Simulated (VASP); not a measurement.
Here is a VASP 6.6.1 calculation.

File INCAR:

```
SYSTEM = Ti
ALGO = Fast
EDIFF = 1E-6
EDIFFG = -0.01
ENCUT = 600
GGA = PE
IBRION = 2
ISIF = 3
ISMEAR = 0
LASPH = .True.
LCHARG = .False.
LREAL = .False.
LWAVE = .False.
NELM = 100
NSW = 80
PREC = Accurate
SIGMA = 0.05
```

KPOINTS

```
k-points
0
Gamma
  16 16 10
  0 0 0
```

POSCAR

```
Ti
1.0
    2.9500000000      0.0000000000      0.0000000000
   -1.4750000000      2.5547749412      0.0000000000
    0.0000000000      0.0000000000      4.6846000000
Ti
2
Direct
    0.3333333333      0.6666666667      0.7500000000
    0.6666666667      0.3333333333      0.2500000000
```

Potentials or basis: VASP PAW PBE potentials, release 64 (Ti_sv).

Run with:

```console
$ cat potpaw_PBE.64/Ti_sv/POTCAR > POTCAR
$ mpirun -np 1 vasp_std > vasp.out
```

Question: Estimate the band gap on the k mesh.

Answer: Zero (bands 12 and 13 overlap by 1.07 eV).

Question: Estimate the relaxed cell.

Answer: a = 2.938 Å, b = 2.938 Å, c = 4.644 Å, α = 90.00°, β = 90.00°, γ = 120.00°.

Question: Estimate the relaxed volume.

Answer: 17.36 Å³/atom.

The path:
| step | energy change (eV) | largest force (eV/Å) | pressure (GPa) | volume (Å³) |
| --- | --- | --- | --- | --- |
| 1 | 0.0000 | 0.0000 | -1.91 | 35.31 |
| 2 | -0.0019 | 0.0000 | 1.35 | 34.24 |
| 3 | -0.0038 | 0.0000 | 0.10 | 34.69 |
| 4 | -0.0038 | 0.0000 | -0.02 | 34.71 |
| 5 | -0.0039 | 0.0000 | -0.06 | 34.71 |
| 6 | -0.0039 | 0.0000 | -0.08 | 34.71 |
